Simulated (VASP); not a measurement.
A run of VASP 6.6.1 is set up as follows.

The input INCAR:

```
SYSTEM = HfSi
PREC = Accurate
ENCUT = 520
EDIFF = 1E-7
ISMEAR = 0
SIGMA = 0.15
LREAL = .FALSE.
LASPH = .TRUE.
NELM = 60
ALGO = Normal
ISIF = 2
LWAVE = .FALSE.
LCHARG = .FALSE.
GGA = PS
NBANDS = 38
```

File KPOINTS:

```
Automatic mesh
0
G
  6 10 8
  0 0 0
```

Contents of POSCAR:

```
HfSi
1.0
    6.9241391071      0.0000000000      0.0000000000
    0.0000000000      3.7032452379      0.0000000000
    0.0000000000      0.0000000000      5.2017439112
Hf Si
4 4
Direct
    0.1755908222      0.2500000000      0.1264896848
    0.3244091778      0.7500000000      0.6264896848
    0.6755908222      0.2500000000      0.3735103152
    0.8244091778      0.7500000000      0.8735103152
    0.0430603597      0.2500000000      0.6402012503
    0.4569396403      0.7500000000      0.1402012503
    0.5430603597      0.2500000000      0.8597987497
    0.9569396403      0.7500000000      0.3597987497
```

Potentials or basis: VASP PAW PBE potentials, release 64 (Hf_pv, Si).

The run is started by

```console
$ cat potpaw_PBE.64/Hf_pv/POTCAR potpaw_PBE.64/Si/POTCAR > POTCAR
$ mpirun -np 1 vasp_std > vasp.out
```

Estimate the pressure.

0.2 GPa.

Predict the band gap on the k mesh.

zero (bands 28 and 29 overlap by 0.28 eV).

What does it give for the largest force?

0.132 eV/Å.

Stress tensor (GPa, compression positive):
```
-1.86  0.00  0.00
 0.00  2.27  0.00
 0.00  0.00  0.09
```

Caveat: the cell differs from its parent crystal (strain +0.0150 x Voigt [1, -1, 0, 0, 0, 0]); the PAW data sets were made with another functional, which shifts forces and pressure a little; spin-orbit coupling is left out, which moves the levels of the heavy elements.
